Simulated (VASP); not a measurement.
Set up this calculation in VASP 6.6.1, as the native input.

```yaml
Task: relaxation of cell and atoms
Functional: PBE
Dispersion: D3(BJ)
Potentials_or_basis: VASP PAW PBE potentials, release 64 (Pt, Se)
Cutoff: 600 eV
k_mesh: 15 × 15 × 10
Occupations: gaussian, width 0.1 eV
Spin: no spin polarisation
Dipole_correction: no
Further_INCAR_settings: ALGO = Normal; EDIFF = 1e-07; IBRION = 2; EDIFFG = -0.005; NSW = 100; ISIF = 3
```

The structure of PtSe2 lies in POSCAR:

```
PtSe2
1.0
    3.7644458751      0.0000000000      0.0000000000
   -1.8822229375      3.2601057590      0.0000000000
    0.0000000000      0.0000000000      4.8652984047
Pt Se
1 2
Direct
    0.0000000000      0.0000000000      0.0000000000
    0.3333333333      0.6666666667      0.2644373557
    0.6666666667      0.3333333333      0.7355626443
```

The input as run:

INCAR

```
PREC = Accurate
ENCUT = 600
EDIFF = 1E-7
ISMEAR = 0
SIGMA = 0.1
LREAL = F
LASPH = T
NELM = 100
ALGO = Normal
ISIF = 3
LWAVE = F
LCHARG = F
GGA = PE
IVDW = 12
IBRION = 2
NSW = 100
EDIFFG = -0.005
```

KPOINTS

```
Automatic mesh
0
Gamma
  15 15 10
```

Potentials or basis: VASP PAW PBE potentials, release 64 (Pt, Se).

Command:

```bash
$ cat potpaw_PBE.64/Pt/POTCAR potpaw_PBE.64/Se/POTCAR > POTCAR
$ mpirun -np 1 vasp_std > vasp.out
```

It gave:

The relaxed volume is 19.78 Å³/atom and the relaxed cell is a = 3.771 Å, b = 3.771 Å, c = 4.818 Å, α = 90.00°, β = 90.00°, γ = 120.00°. The space group after relaxing (to 0.05 Å) is P-3m1 (No. 164). The energy gained by relaxing is 0.3 meV/atom, the ionic steps are 10 and the pressure after relaxing is 0.0 GPa. The band gap on the k mesh is zero (band 11 reaches 7.51 eV, above the bottom of band 12 at 6.61 eV) and the dispersion energy per atom is -0.491 eV.

Caveat: spin-orbit coupling is left out, which moves the levels of the heavy elements; pairwise dispersion overbinds metals, which lowers pressure and volume.

Wall time 14 min on 1 thread of Intel(R) Xeon(R) Platinum 8488C (Sapphire Rapids), on a shared host, peak memory 0.43 GiB.
